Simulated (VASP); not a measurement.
# SrCl2 (Fm-3m) in VASP: further runs

The runs below take SrCl2 through single point, with r2SCAN.

Everything below comes from runs of VASP 6.6.1. Logs are shortened: lines on timing, memory, paths and dates and some standing lists are left out, and cuts for length are marked.

## Step 1: The cell of the first run

Symmetry: Fm-3m, No. 225, cubic system. The conventional cell has a = 6.852 Å, b = 6.852 Å, c = 6.852 Å, α = 90.00°, β = 90.00°, γ = 90.00°. Sr (site symmetry m-3m) has 8 Cl at 2.97 Å within 3.9 Å. Cl (site symmetry -43m) has 4 Sr at 2.97 Å and 6 Cl at 3.43 Å within 3.9 Å.

## Step 2: Single point, r2SCAN (26.81 Å³/atom)

POSCAR reads:

```
SrCl2
1.0
    0.0000000000      3.4260622675      3.4260622675
    3.4260622675      0.0000000000      3.4260622675
    3.4260622675      3.4260622675      0.0000000000
Sr Cl
1 2
Direct
    0.0000000000      0.0000000000      0.0000000000
    0.2500000000      0.2500000000      0.2500000000
    0.7500000000      0.7500000000      0.7500000000
```

INCAR.step1 reads:

```
ALGO     = Normal         # electronic algorithm
EDIFF    = 1E-4           # SCF threshold, eV
ENCUT    = 520            # plane-wave cutoff, eV
GGA      = PE             # functional
ISMEAR   = 0              # smearing method
LASPH    = T              # aspherical terms in the spheres
LCHARG   = F              # write CHGCAR
LREAL    = F              # projectors in reciprocal space
LWAVE    = T              # write WAVECAR
NBANDS   = 19             # bands
NELM     = 60             # most SCF steps
PREC     = Accurate       # precision mode
SIGMA    = 0.02           # smearing width, eV
```

INCAR.step2 reads:

```
ALGO     = Normal         # electronic algorithm
EDIFF    = 1E-6           # SCF threshold, eV
ENCUT    = 520            # plane-wave cutoff, eV
ISIF     = 2              # what is computed and relaxed
ISMEAR   = 0              # smearing method
ISTART   = 1            
LASPH    = T              # aspherical terms in the spheres
LCHARG   = F              # write CHGCAR
LMIXTAU  = T            
LREAL    = F              # projectors in reciprocal space
LWAVE    = F              # write WAVECAR
METAGGA  = R2SCAN         # meta-GGA
NBANDS   = 19             # bands
NELM     = 60             # most SCF steps
PREC     = Accurate       # precision mode
SIGMA    = 0.02           # smearing width, eV
```

KPOINTS reads:

```
k-points
0
Gamma
  6 6 6
```

Potentials or basis: VASP PAW PBE potentials, release 64 (Sr_sv, Cl).

On the command line:

```console
$ cat potpaw_PBE.64/Sr_sv/POTCAR potpaw_PBE.64/Cl/POTCAR > POTCAR
$ cp INCAR.step1 INCAR
$ mpirun -np 1 vasp_std > vasp.out
$ cp INCAR.step2 INCAR
$ mpirun -np 1 vasp_std > vasp.out
```

OUTCAR:

```text
EDIFF = 1E-6
   ENCUT = 520
   ISIF = 2
   ISMEAR = 0
   ISTART = 1
   LASPH = T
   LREAL = F
   METAGGA = R2SCAN
   NELM = 60
   PREC = Accurate

 ion  position               nearest neighbor table
   1  0.000  0.000  0.000-   3 2.97   3 2.97   3 2.97   2 2.97   3 2.97   2 2.97   2 2.97   2 2.97

   2  0.250  0.250  0.250-   1 2.97   1 2.97   1 2.97   1 2.97
   3  0.750  0.750  0.750-   1 2.97   1 2.97   1 2.97   1 2.97

  LATTYP: Found a face centered cubic cell.
 ALAT       =     6.8521245350

  Lattice vectors:

 A1 = (   0.0000000000,   3.4260622675,   3.4260622675)
 A2 = (   3.4260622675,   0.0000000000,   3.4260622675)
 A3 = (   3.4260622675,   3.4260622675,   0.0000000000)

Analysis of symmetry for initial positions (statically):
=====================================================================
 Subroutine PRICEL returns:
 Original cell was already a primitive cell.

 Routine SETGRP: Setting up the symmetry group for a
 face centered cubic supercell.

 Subroutine GETGRP returns: Found 48 space group operations
 (whereof 48 operations were pure point group operations)
 out of a pool of 48 trial point group operations.

The static configuration has the point symmetry O_h .

Analysis of symmetry for dynamics (positions and initial velocities):
=====================================================================
 Subroutine PRICEL returns:
 Original cell was already a primitive cell.

 Routine SETGRP: Setting up the symmetry group for a
 face centered cubic supercell.

 Subroutine GETGRP returns: Found 48 space group operations
 (whereof 48 operations were pure point group operations)
 out of a pool of 48 trial point group operations.

The dynamic configuration has the point symmetry O_h .

 Subroutine INISYM returns: Found 48 space group operations
 (whereof 48 operations are pure point group operations),
 and found     1 'primitive' translations

----------------------------------------------------------------------------------------

                                     Primitive cell

  volume of cell :      80.4296

  direct lattice vectors                    reciprocal lattice vectors
     0.000000000  3.426062267  3.426062267    -0.145940138  0.145940138  0.145940138
     3.426062267  0.000000000  3.426062267     0.145940138 -0.145940138  0.145940138
     3.426062267  3.426062267  0.000000000     0.145940138  0.145940138 -0.145940138

  length of vectors
     4.845183724  4.845183724  4.845183724     0.252775734  0.252775734  0.252775734

  position of ions in fractional coordinates (direct lattice)
     0.000000000  0.000000000  0.000000000
     0.250000000  0.250000000  0.250000000
     0.750000000  0.750000000  0.750000000

  ion indices of the primitive-cell ions
   primitive index   ion index
                 1           1
                 2           2
                 3           3

----------------------------------------------------------------------------------------

 KPOINTS: k-points

Automatic generation of k-mesh.
 Grid dimensions read from file:
 generate k-points for:    6    6    6

 Generating k-lattice:

  Cartesian coordinates                     Fractional coordinates (reciprocal lattice)
    -0.024323356  0.024323356  0.024323356     0.166666667  0.000000000  0.000000000
     0.024323356 -0.024323356  0.024323356     0.000000000  0.166666667  0.000000000
     0.024323356  0.024323356 -0.024323356     0.000000000  0.000000000  0.166666667

  Length of vectors
     0.042129289  0.042129289  0.042129289

  Shift w.r.t. Gamma in fractional coordinates (k-lattice)
     0.000000000  0.000000000  0.000000000

 Subroutine IBZKPT returns following result:
 ===========================================

 Found     16 irreducible k-points:

 Following reciprocal coordinates:
            Coordinates               Weight
  0.000000  0.000000  0.000000      1.000000
  0.166667  0.000000  0.000000      8.000000
  0.333333  0.000000  0.000000      8.000000
  0.500000  0.000000  0.000000      4.000000
  0.166667  0.166667  0.000000      6.000000
  0.333333  0.166667  0.000000     24.000000
[... 8 lines left out ...]
 -0.333333  0.333333  0.166667     24.000000
 -0.333333  0.500000  0.166667     12.000000
   k-points           NKPTS =     16   k-points in BZ     NKDIM =     16   number of bands    NBANDS=     19
   number of dos      NEDOS =    301   number of ions     NIONS =      3
   total plane-waves  NPLWV =  46656
   dimension x,y,z NGX =    36 NGY =   36 NGZ =   36
   dimension x,y,z NGXF=    72 NGYF=   72 NGZF=   72
   ions per type =               1   2
   NGX,Y,Z   is equivalent  to a cutoff of  12.35, 12.35, 12.35 a.u.
   NGXF,Y,Z  is equivalent  to a cutoff of  24.70, 24.70, 24.70 a.u.
 SYSTEM =  unknown system
   PREC   = accura    normal or accurate (medium, high low for compatibility)
   ISTART =      1    job   : 0-new  1-cont  2-samecut
   ICHARG =      0    charge: 1-file 2-atom 10-const
   ISPIN  =      1    spin polarized calculation?
   LNONCOLLINEAR =      F non collinear calculations
   LSORBIT =      F    spin-orbit coupling
   LASPH  =      T    aspherical Exc in radial PAW
   ENCUT  =  520.0 eV  38.22 Ry    6.18 a.u.   9.01  9.01  9.01*2*pi/ulx,y,z
   NELM   =     60;   NELMIN=  2; NELMDL=  0     # of ELM steps
   EDIFF  = 0.1E-05   stopping-criterion for ELM
   LREAL  =      F    real-space projection
   EDIFFG = 0.1E-04   stopping-criterion for IOM
   NSW    =      0    number of steps for IOM
   IBRION =     -1    ionic relax: 0-MD 1-quasi-New 2-CG
   NFREE  =      0    steps in history (QN), initial steepest desc. (CG)
   ISIF   =      2    stress and relaxation
   ISYM   =      2    0-nonsym 1-usesym 2-fastsym
   POTIM  = 0.5000    time-step for ionic-motion
   TEBEG  =    0.0;   TEEND  =   0.0 temperature during run
   PSTRESS=    0.0 pullay stress
   NELECT =      24.0000    total number of electrons
   NUPDOWN=      -1.0000    fix difference up-down
   EMIN   =  10.00;   EMAX   =-10.00  energy-range for DOS
   EFERMI =   0.00;   METHOD = LEGACY
   ISMEAR =     0;   SIGMA  =   0.02  broadening in eV -4-tet -1-fermi 0-gaus
   EFERMI_NEDOS =   21; number of points for ismear=-14 and -15
   IALGO  =     38    algorithm
   IMIX   =      4    mixing-type and parameters
     AMIX     =   0.40;   BMIX     =  1.00
     AMIX_MAG =   1.60;   BMIX_MAG =  1.00
  volume/ion in A,a.u.               =      26.81       180.92
  Fermi-wavevector in a.u.,A,eV,Ry     =   1.093973  2.067309 16.283143  1.196777
  Thomas-Fermi vector in A             =   2.230269
   LORBIT       =      0    0 simple, 1 ext, 2 COOP (PROOUT), +10 PAW based schemes
   METAGGA = R2SCAN    functional components
   LHFCALC =     F    Hartree Fock is set to
   AEXX    =    0.0000 exact exchange contribution
   IVDW    =     0    specifies the selected vdW correction
   LEPSILON=     F    determine dielectric tensor
   LRPA    =     F    only Hartree local field effects (RPA)
 non-spin polarized calculation
 Gauss-broadening in eV      SIGMA  =   0.02
  energy-cutoff  :      520.00
  volume of cell :       80.43
 maximum number of plane-waves:      2200
   NGX = 17   NGY = 17   NGZ = 17

 number of electron      23.9999999 magnetization

 Free energy of the ion-electron system (eV)
  ---------------------------------------------------
  ext. energy  EPLUGINS =         0.00000000
  ---------------------------------------------------
  free energy    TOTEN  =       -35.65258727 eV

  energy without entropy =      -35.65258727  energy(sigma->0) =      -35.65258727

 E-fermi :   0.3494     XC(G=0):  -9.0209

 val. band max:        0.1486210608   @ k =   0.5000   0.5000   0.0000
 cond. band min:       6.1034603871   @ k =   0.5000   0.5000   0.0000
 fundamental gap:      5.9548393263
 Fermi energy:         0.3494228730

 k-point     1 :       0.0000    0.0000    0.0000
  band No.  band energies     occupation
      1     -33.6297      2.00000
      2     -15.0246      2.00000
      3     -15.0246      2.00000
      4     -15.0246      2.00000
      5     -13.9183      2.00000
      6     -12.9255      2.00000
[... 11 lines left out ...]
     18       9.8639      0.00000
     19      10.5416      0.00000

 k-point     2 :       0.1667    0.0000    0.0000
  band No.  band energies     occupation
      1     -33.6286      2.00000
      2     -15.1774      2.00000
      3     -15.0292      2.00000
      4     -15.0292      2.00000
      5     -13.6963      2.00000
      6     -12.9906      2.00000
[... 11 lines left out ...]
     18       9.7243      0.00000
     19      10.9460      0.00000

 k-point     3 :       0.3333    0.0000    0.0000
  band No.  band energies     occupation
      1     -33.6262      2.00000
      2     -15.3818      2.00000
      3     -15.0382      2.00000
      4     -15.0382      2.00000
      5     -13.4588      2.00000
      6     -13.0025      2.00000
[... 11 lines left out ...]
     18       9.6520      0.00000
     19      10.2062      0.00000

 k-point     4 :       0.5000    0.0000    0.0000
  band No.  band energies     occupation
      1     -33.6250      2.00000
      2     -15.4585      2.00000
      3     -15.0427      2.00000
      4     -15.0427      2.00000
      5     -13.4596      2.00000
      6     -12.9077      2.00000
[... 231 lines left out ...]
     18       9.9468      0.00000
     19      10.9315      0.00000

 k-point    15 :      -0.3333    0.3333    0.1667
  band No.  band energies     occupation
      1     -33.6238      2.00000
      2     -15.3698      2.00000
      3     -15.2717      2.00000
      4     -15.0594      2.00000
      5     -13.1582      2.00000
      6     -13.0285      2.00000
[... 11 lines left out ...]
     18      10.5327      0.00000
     19      10.7836      0.00000

 k-point    16 :      -0.3333    0.5000    0.1667
  band No.  band energies     occupation
      1     -33.6234      2.00000
      2     -15.4489      2.00000
      3     -15.2098      2.00000
      4     -15.0684      2.00000
      5     -13.1701      2.00000
      6     -12.9817      2.00000
[... 11 lines left out ...]
     18      10.9397      0.00000
     19      11.2223      0.00000

------------------------ aborting loop because EDIFF is reached ----------------------------------------

  FORCE on cell =-STRESS in cart. coord.  units (eV):
  Direction    XX          YY          ZZ          XY          YZ          ZX
  --------------------------------------------------------------------------------------
  -------------------------------------------------------------------------------------
  Total        1.3720310      1.3720310      1.3720310      0.0000000      0.0000000     -0.0000000
  in kB       27.3312042     27.3312042     27.3312042      0.0000000      0.0000000     -0.0000000
  external PRESSURE =      27.3312042 kB  Pullay stress =       0.0000000 kB

 VOLUME and BASIS-vectors are now :
 -----------------------------------------------------------------------------
  energy-cutoff  :      520.00
  volume of cell :       80.43
      direct lattice vectors                 reciprocal lattice vectors
     0.000000000  3.426062267  3.426062267    -0.145940138  0.145940138  0.145940138
     3.426062267  0.000000000  3.426062267     0.145940138 -0.145940138  0.145940138
     3.426062267  3.426062267  0.000000000     0.145940138  0.145940138 -0.145940138

 POSITION                                       TOTAL-FORCE (eV/Angst)
 -----------------------------------------------------------------------------------
      0.00000      0.00000      0.00000        -0.000000     -0.000000      0.000000
      1.71303      1.71303      1.71303        -0.000000     -0.000000     -0.000000
      5.13909      5.13909      5.13909         0.000000      0.000000      0.000000
 -----------------------------------------------------------------------------------
    total drift:                                0.000000      0.000000      0.000000

  FREE ENERGIE OF THE ION-ELECTRON SYSTEM (eV)
  ---------------------------------------------------
  free  energy   TOTEN  =       -35.6525872683 eV

  energy  without entropy=      -35.6525872683  energy(sigma->0) =      -35.65258727
```

Run time: 82 s. Hardware: 1 thread of AMD EPYC 7R13 (Zen 3), shared host; peak memory 0.2 GiB.

Results:

```
Free energy            : -35.6526 eV
Pressure               : 2.7 GPa
Band gap on the k mesh : 5.95 eV
```

Caveat: the PAW data sets were made with another functional, which shifts forces and pressure a little.

[end of part 1 of 3]
